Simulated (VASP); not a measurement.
Input of a VASP 6.6.1 run:

The input INCAR:

```
SYSTEM = Ta
PREC = Accurate
ENCUT = 520
EDIFF = 1E-6
ISMEAR = -1
SIGMA = 0.05
LREAL = .False.
LASPH = .True.
NELM = 80
ALGO = Normal
ISIF = 2
LWAVE = .False.
LCHARG = .True.
GGA = CA
LELF = .True.
LVHAR = .True.
NBANDS = 18
```

KPOINTS

```
regular mesh
0
Gamma
  11 11 5
  0 0 0
```

The input POSCAR:

```
Ta
1.0
    2.9195803945      0.0000000000      0.0000000000
   -1.4597901972      2.5284307900      0.0000000000
    0.0000000000      0.0000000000      5.2004887322
Ta
2
Direct
    0.3333333333      0.6666666667      0.2500000000
    0.6666666667      0.3333333333      0.7500000000
```

Potentials or basis: VASP PAW LDA potentials, release 64 (Ta_pv).

Launch:

```sh
$ cat potpaw_LDA.64/Ta_pv/POTCAR > POTCAR
$ mpirun -np 1 vasp_std > vasp.out
```

(1) Predict the pressure.

(2) Estimate the band gap on the k mesh.

Answers

(1) -14.5 GPa.

(2) zero (band 11 reaches 6.23 eV, above the bottom of band 12 at 4.77 eV).

Caveat: spin-orbit coupling is left out, which moves the levels of the heavy elements.
